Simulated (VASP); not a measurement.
# CdS (F-43m) in VASP: notebook

CdS is run at these levels: PBE; tasks: relaxation of cell and atoms, single point.

All numbers are computed with VASP 6.6.1; they aren't measurements. Logs are shortened: lines on timing, memory, paths and dates and some standing lists are left out, and cuts for length are marked.

### Step 1. The cell of the first run

It takes space group F-43m (No. 216, cubic). Conventional cell: a = 5.820 Å, b = 5.820 Å, c = 5.820 Å, α = 90.00°, β = 90.00°, γ = 90.00°. Cd (site symmetry -43m) has 4 S at 2.52 Å within 3.3 Å. S (site symmetry -43m) has 4 Cd at 2.52 Å within 3.3 Å.

### Step 2. Relaxation of cell and atoms, PBE

File INCAR:

```
  ALGO = Normal
  EDIFF = 1E-6
  EDIFFG = -0.01
  ENCUT = 600
  GGA = PE
  IBRION = 2
  ISIF = 3
  ISMEAR = 0
  LASPH = T
  LCHARG = F
  LREAL = F
  LWAVE = F
  NELM = 60
  NSW = 100
  PREC = Accurate
  SIGMA = 0.02
```

File KPOINTS:

```
k-points
0
Gamma
  8 8 8
```

File POSCAR:

```
CdS
1.0
    0.0000000000      2.9100000900      2.9100000900
    2.9100000900      0.0000000000      2.9100000900
    2.9100000900      2.9100000900      0.0000000000
Cd S
1 1
Direct
    0.0000000000      0.0000000000      0.0000000000
    0.2500000000      0.2500000000      0.2500000000
```

Potentials or basis: VASP PAW PBE potentials, release 64 (Cd, S).

Run with:

```console
$ cat potpaw_PBE.64/Cd/POTCAR potpaw_PBE.64/S/POTCAR > POTCAR
$ mpirun -np 1 vasp_std > vasp.out
```

OUTCAR:

```text
EDIFF = 1E-6
   EDIFFG = -0.01
   ENCUT = 600
   GGA = PE
   IBRION = 2
   ISIF = 3
   ISMEAR = 0
   LASPH = T
   LREAL = F
   NELM = 60
   NSW = 100
   PREC = Accurate

 ion  position               nearest neighbor table
   1  0.000  0.000  0.000-   2 2.52   2 2.52   2 2.52   2 2.52
   2  0.250  0.250  0.250-   1 2.52   1 2.52   1 2.52   1 2.52

  LATTYP: Found a face centered cubic cell.
 ALAT       =     5.8200001800

  Lattice vectors:

 A1 = (   0.0000000000,   2.9100000900,   2.9100000900)
 A2 = (   2.9100000900,   0.0000000000,   2.9100000900)
 A3 = (   2.9100000900,   2.9100000900,   0.0000000000)

Analysis of symmetry for initial positions (statically):
=====================================================================
 Subroutine PRICEL returns:
 Original cell was already a primitive cell.

 Routine SETGRP: Setting up the symmetry group for a
 face centered cubic supercell.

 Subroutine GETGRP returns: Found 24 space group operations
 (whereof 24 operations were pure point group operations)
 out of a pool of 48 trial point group operations.

The static configuration has the point symmetry T_d .

Analysis of symmetry for dynamics (positions and initial velocities):
=====================================================================
 Subroutine PRICEL returns:
 Original cell was already a primitive cell.

 Routine SETGRP: Setting up the symmetry group for a
 face centered cubic supercell.

 Subroutine GETGRP returns: Found 24 space group operations
 (whereof 24 operations were pure point group operations)
 out of a pool of 48 trial point group operations.

The dynamic configuration has the point symmetry T_d .

 Subroutine INISYM returns: Found 24 space group operations
 (whereof 24 operations are pure point group operations),
 and found     1 'primitive' translations

----------------------------------------------------------------------------------------

                                     Primitive cell

  volume of cell :      49.2843

  direct lattice vectors                    reciprocal lattice vectors
     0.000000000  2.910000090  2.910000090    -0.171821301  0.171821301  0.171821301
     2.910000090  0.000000000  2.910000090     0.171821301 -0.171821301  0.171821301
     2.910000090  2.910000090  0.000000000     0.171821301  0.171821301 -0.171821301

  length of vectors
     4.115361594  4.115361594  4.115361594     0.297603222  0.297603222  0.297603222

  position of ions in fractional coordinates (direct lattice)
     0.000000000  0.000000000  0.000000000
     0.250000000  0.250000000  0.250000000

  ion indices of the primitive-cell ions
   primitive index   ion index
                 1           1
                 2           2

----------------------------------------------------------------------------------------

 KPOINTS: k-points

Automatic generation of k-mesh.
 Grid dimensions read from file:
 generate k-points for:    8    8    8

 Generating k-lattice:

  Cartesian coordinates                     Fractional coordinates (reciprocal lattice)
    -0.021477663  0.021477663  0.021477663     0.125000000  0.000000000  0.000000000
     0.021477663 -0.021477663  0.021477663     0.000000000  0.125000000  0.000000000
     0.021477663  0.021477663 -0.021477663     0.000000000  0.000000000  0.125000000

  Length of vectors
     0.037200403  0.037200403  0.037200403

  Shift w.r.t. Gamma in fractional coordinates (k-lattice)
     0.000000000  0.000000000  0.000000000

 Subroutine IBZKPT returns following result:
 ===========================================

 Found     29 irreducible k-points:

 Following reciprocal coordinates:
            Coordinates               Weight
  0.000000  0.000000  0.000000      1.000000
  0.125000  0.000000  0.000000      8.000000
  0.250000  0.000000  0.000000      8.000000
  0.375000  0.000000  0.000000      8.000000
  0.500000  0.000000  0.000000      4.000000
  0.125000  0.125000  0.000000      6.000000
[... 16 lines left out ...]
  0.500000  0.250000  0.125000     48.000000
 -0.375000  0.250000  0.125000     24.000000
 [... further k-points ...]
   k-points           NKPTS =     29   k-points in BZ     NKDIM =     29   number of bands    NBANDS=     13
   number of dos      NEDOS =    301   number of ions     NIONS =      2
   total plane-waves  NPLWV =  46656
   dimension x,y,z NGX =    36 NGY =   36 NGZ =   36
   dimension x,y,z NGXF=    72 NGYF=   72 NGZF=   72
   ions per type =               1   1
   NGX,Y,Z   is equivalent  to a cutoff of  14.54, 14.54, 14.54 a.u.
   NGXF,Y,Z  is equivalent  to a cutoff of  29.09, 29.09, 29.09 a.u.
 SYSTEM =  unknown system
   PREC   = accura    normal or accurate (medium, high low for compatibility)
   ISTART =      0    job   : 0-new  1-cont  2-samecut
   ICHARG =      2    charge: 1-file 2-atom 10-const
   ISPIN  =      1    spin polarized calculation?
   LNONCOLLINEAR =      F non collinear calculations
   LSORBIT =      F    spin-orbit coupling
   LASPH  =      T    aspherical Exc in radial PAW
   ENCUT  =  600.0 eV  44.10 Ry    6.64 a.u.   8.22  8.22  8.22*2*pi/ulx,y,z
   NELM   =     60;   NELMIN=  2; NELMDL= -5     # of ELM steps
   EDIFF  = 0.1E-05   stopping-criterion for ELM
   LREAL  =      F    real-space projection
   EDIFFG = -.1E-01   stopping-criterion for IOM
   NSW    =    100    number of steps for IOM
   IBRION =      2    ionic relax: 0-MD 1-quasi-New 2-CG
   NFREE  =      1    steps in history (QN), initial steepest desc. (CG)
   ISIF   =      3    stress and relaxation
   ISYM   =      2    0-nonsym 1-usesym 2-fastsym
   POTIM  = 0.5000    time-step for ionic-motion
   TEBEG  =    0.0;   TEEND  =   0.0 temperature during run
   PSTRESS=    0.0 pullay stress
   NELECT =      18.0000    total number of electrons
   NUPDOWN=      -1.0000    fix difference up-down
   EMIN   =  10.00;   EMAX   =-10.00  energy-range for DOS
   EFERMI =   0.00;   METHOD = LEGACY
   ISMEAR =     0;   SIGMA  =   0.02  broadening in eV -4-tet -1-fermi 0-gaus
   EFERMI_NEDOS =   21; number of points for ismear=-14 and -15
   IALGO  =     38    algorithm
   IMIX   =      4    mixing-type and parameters
     AMIX     =   0.40;   BMIX     =  1.00
     AMIX_MAG =   1.60;   BMIX_MAG =  1.00
  volume/ion in A,a.u.               =      24.64       166.29
  Fermi-wavevector in a.u.,A,eV,Ry     =   1.170207  2.211370 18.631604  1.369384
  Thomas-Fermi vector in A             =   2.306669
   LORBIT       =      0    0 simple, 1 ext, 2 COOP (PROOUT), +10 PAW based schemes
   GGA     = PE    functional components
   LHFCALC =     F    Hartree Fock is set to
   AEXX    =    0.0000 exact exchange contribution
   IVDW    =     0    specifies the selected vdW correction
   LEPSILON=     F    determine dielectric tensor
   LRPA    =     F    only Hartree local field effects (RPA)
 conjugate gradient relaxation of ions
 non-spin polarized calculation
 Gauss-broadening in eV      SIGMA  =   0.02
  energy-cutoff  :      600.00
  volume of cell :       49.28
 maximum number of plane-waves:      1676
 NGX is ok and might be reduce to    36

--------------------------------------- Ionic step        1  -------------------------------------------

 number of electron      18.0000000 magnetization

 Free energy of the ion-electron system (eV)
  ---------------------------------------------------
  ext. energy  EPLUGINS =         0.00000000
  ---------------------------------------------------
  free energy    TOTEN  =        -6.11399172 eV

  energy without entropy =       -6.11399172  energy(sigma->0) =       -6.11399172

------------------------ aborting loop because EDIFF is reached ----------------------------------------

  FORCE on cell =-STRESS in cart. coord.  units (eV):
  Direction    XX          YY          ZZ          XY          YZ          ZX
  --------------------------------------------------------------------------------------
  -------------------------------------------------------------------------------------
  Total        1.1188846      1.1188846      1.1188846      0.0000000     -0.0000000      0.0000000
  in kB       36.3736494     36.3736494     36.3736494      0.0000000     -0.0000000      0.0000000
  external PRESSURE =      36.3736494 kB  Pullay stress =       0.0000000 kB

 VOLUME and BASIS-vectors are now :
 -----------------------------------------------------------------------------
  energy-cutoff  :      600.00
  volume of cell :       49.28
      direct lattice vectors                 reciprocal lattice vectors
     0.000000000  2.910000090  2.910000090    -0.171821301  0.171821301  0.171821301
     2.910000090  0.000000000  2.910000090     0.171821301 -0.171821301  0.171821301
     2.910000090  2.910000090  0.000000000     0.171821301  0.171821301 -0.171821301
[... 37 lines left out ...]
 POSITION                                       TOTAL-FORCE (eV/Angst)
 -----------------------------------------------------------------------------------
      0.00000      2.98854      2.98854         0.000000      0.000000      0.000000
      1.49427      1.49427      1.49427        -0.000000     -0.000000     -0.000000
 -----------------------------------------------------------------------------------
    total drift:                               -0.000000     -0.000000     -0.000000

  FREE ENERGIE OF THE ION-ELECTRON SYSTEM (eV)
  ---------------------------------------------------
  free  energy   TOTEN  =        -6.1427284301 eV

  energy  without entropy=       -6.1427284301  energy(sigma->0) =       -6.14272843

--------------------------------------- Ionic step        3  -------------------------------------------

 number of electron      17.9999999 magnetization

 Free energy of the ion-electron system (eV)
  ---------------------------------------------------
  ext. energy  EPLUGINS =         0.00000000
  ---------------------------------------------------
  free energy    TOTEN  =        -6.14632081 eV

  energy without entropy =       -6.14632081  energy(sigma->0) =       -6.14632081

 E-fermi :   0.9998     XC(G=0):  -8.9059

 val. band max:        0.8787802576   @ k =   0.0000   0.0000   0.0000
 cond. band min:       1.9119319367   @ k =   0.0000   0.0000   0.0000
 fundamental gap:      1.0331516792
 Fermi energy:         0.9997558907

 k-point     1 :       0.0000    0.0000    0.0000
  band No.  band energies     occupation
      1     -11.1827      2.00000
      2      -6.6752      2.00000
      3      -6.6752      2.00000
      4      -6.6752      2.00000
      5      -6.2639      2.00000
      6      -6.2639      2.00000
      7       0.8788      2.00000
      8       0.8788      2.00000
      9       0.8788      2.00000
     10       1.9119      0.00000
     11       7.4296      0.00000
     12       7.4296      0.00000
     13       7.4296      0.00000

 k-point     2 :       0.1250    0.0000    0.0000
  band No.  band energies     occupation
      1     -11.1275      2.00000
      2      -6.6557      2.00000
      3      -6.6557      2.00000
      4      -6.6237      2.00000
      5      -6.2647      2.00000
      6      -6.2647      2.00000
      7      -0.1139      2.00000
      8       0.7689      2.00000
      9       0.7689      2.00000
     10       2.7469      0.00000
     11       7.1574      0.00000
[... 339 lines left out ...]
 k-point    24 :      -0.3750    0.2500    0.1250
  band No.  band energies     occupation
      1     -10.7474      2.00000
      2      -6.5318      2.00000
      3      -6.5000      2.00000
      4      -6.2839      2.00000
      5      -6.2403      2.00000
      6      -5.8292      2.00000
      7      -2.9559      2.00000
      8      -0.8959      2.00000
      9      -0.2250      2.00000
     10       5.1053      0.00000
     11       6.7257      0.00000
     12       8.0001      0.00000
     13       9.1469      0.00000

 [... further k-points ...]
[... 5 lines left out ...]
  --------------------------------------------------------------------------------------
  -------------------------------------------------------------------------------------
  Total        0.0113188      0.0113188      0.0113188      0.0000000      0.0000000     -0.0000000
  in kB        0.3468044      0.3468044      0.3468044      0.0000000      0.0000000     -0.0000000
  external PRESSURE =       0.3468044 kB  Pullay stress =       0.0000000 kB

 VOLUME and BASIS-vectors are now :
 -----------------------------------------------------------------------------
  energy-cutoff  :      600.00
  volume of cell :       52.29
      direct lattice vectors                 reciprocal lattice vectors
     0.000000000  2.968014774  2.968014774    -0.168462773  0.168462773  0.168462773
     2.968014774 -0.000000000  2.968014774     0.168462773 -0.168462773  0.168462773
     2.968014774  2.968014774 -0.000000000     0.168462773  0.168462773 -0.168462773

 POSITION                                       TOTAL-FORCE (eV/Angst)
 -----------------------------------------------------------------------------------
      0.00000      0.00000      0.00000         0.000000      0.000000      0.000000
      1.48401      1.48401      1.48401        -0.000000     -0.000000     -0.000000
 -----------------------------------------------------------------------------------
    total drift:                               -0.000000     -0.000000     -0.000000

  FREE ENERGIE OF THE ION-ELECTRON SYSTEM (eV)
  ---------------------------------------------------
  free  energy   TOTEN  =        -6.1463208127 eV

  energy  without entropy=       -6.1463208127  energy(sigma->0) =       -6.14632081

 reached required accuracy - stopping structural energy minimisation
```

It took 29 s on 1 thread of Intel Xeon 6975P-C (Granite Rapids), shared host; peak memory 0.22 GiB.

What came out:

```
Free energy                           : -6.1463 eV
Relaxed volume                        : 26.15 Å³/atom
Relaxed cell                          : a = 4.197 Å, b = 4.197 Å, c = 4.197 Å, α = 60.00°, β = 60.00°, γ = 60.00°
Space group after relaxing (to 0.1 Å) : F-43m (No. 216)
Energy gained by relaxing             : 16.2 meV/atom
Ionic steps                           : 3
Pressure after relaxing               : 0.0 GPa
Band gap on the k mesh                : 1.03 eV
```

The path:
```tsv
step	energy change (eV)	largest force (eV/Å)	pressure (GPa)	volume (Å³)
1	0.0000	0.0000	3.64	49.28
2	-0.0287	0.0000	-1.04	53.38
3	-0.0323	0.0000	0.03	52.29
```

Final structure:
```
CELL_PARAMETERS angstrom
0.00000 2.96801 2.96801
2.96801 0.00000 2.96801
2.96801 2.96801 0.00000
ATOMIC_POSITIONS crystal
Cd 0.00000 0.00000 0.00000
S 0.25000 0.25000 0.25000
```

Levels at points of the mesh, in eV from the valence-band top:
```
           k point  band 6  band 7  band 8  band 9  band 10  band 11  band 12  band 13
(0.00, 0.00, 0.00)   -7.14    0.00    0.00    0.00     1.03     6.55     6.55     6.55
(0.50, 0.00, 0.00)   -6.81   -4.09   -0.68   -0.68     2.93     7.00     7.00     7.32
(0.50, 0.50, 0.00)   -6.75   -3.73   -1.70   -1.70     3.64     4.28     9.02    10.47
```

A hybrid or GW would open this gap; PBE tends to underestimate it. Zero-point motion and thermal expansion aren't in these numbers.

### Step 3. Single point, PBE

This run uses another cell than the first one: it holds 8 atoms, not 2.

File INCAR:

```
PREC     = Accurate       # precision mode
ENCUT    = 520            # plane-wave cutoff, eV
EDIFF    = 1E-6           # SCF threshold, eV
ISMEAR   = 0              # smearing method
SIGMA    = 0.1            # smearing width, eV
LREAL    = F              # projectors in reciprocal space
LASPH    = T              # aspherical terms in the spheres
NELM     = 80             # most SCF steps
ALGO     = Normal         # electronic algorithm
ISIF     = 2              # what is computed and relaxed
LWAVE    = F              # write WAVECAR
LCHARG   = F              # write CHGCAR
GGA      = PE             # functional
NBANDS   = 46             # bands
```

File KPOINTS:

```
regular mesh
0
Gamma
  4 2 2
```

File POSCAR:

```
CdS
1.0
    0.0000000000      2.9631291161      2.9631291161
    5.9262582322      2.9631291161     -2.9631291161
   -5.9262582322      2.9631291161     -2.9631291161
Cd S
4 4
Direct
    0.0000000000      0.0000000000      1.0000000000
    0.5000000000      0.5000000000      0.0000000000
    0.5000000000      1.0000000000      0.5000000000
    0.0000000000      0.5000000000      0.5000000000
    0.5000000000      0.1250000000      0.8750000000
    0.0000000000      0.6250000000      0.8750000000
    0.0000000000      0.1250000000      0.3750000000
    0.5000000000      0.6250000000      0.3750000000
```

Potentials or basis: VASP PAW PBE potentials, release 64 (Cd, S).

Run with:

```console
$ cat potpaw_PBE.64/Cd/POTCAR potpaw_PBE.64/S/POTCAR > POTCAR
$ mpirun -np 1 vasp_std > vasp.out
```

Wall time 47 s (1 thread of Intel Xeon 6975P-C (Granite Rapids), shared host); peak memory 0.31 GiB.

It converged, with:

| Property | Result |
| --- | --- |
| Free energy | -24.5144 eV |
| Pressure | 0.3 GPa |
| Band gap on the k mesh | 1.04 eV |

Levels at points of the mesh, in eV from the valence-band top:
```csv
k point,band 33,band 34,band 35,band 36,band 37,band 38,band 39,band 40
"(0.00, 0.00, 0.00)",-0.69,0.00,0.00,0.00,1.04,2.93,2.93,3.62
"(0.50, 0.00, 0.00)",-1.87,-1.87,-0.70,-0.70,4.13,4.13,5.22,5.22
"(0.00, 0.50, 0.00)",-0.36,-0.36,-0.36,-0.36,2.67,2.67,4.14,4.14
"(0.50, 0.50, 0.00)",-1.23,-1.23,-1.23,-1.23,4.14,4.14,4.14,4.14
"(0.00, 0.50, 0.50)",-0.93,-0.93,-0.71,-0.71,3.48,3.48,4.13,4.13
"(0.50, 0.50, 0.50)",-0.69,-0.69,-0.69,-0.69,2.93,2.93,3.62,3.62
```

Caveat: the k points lie up to 0.46 Å⁻¹ apart.
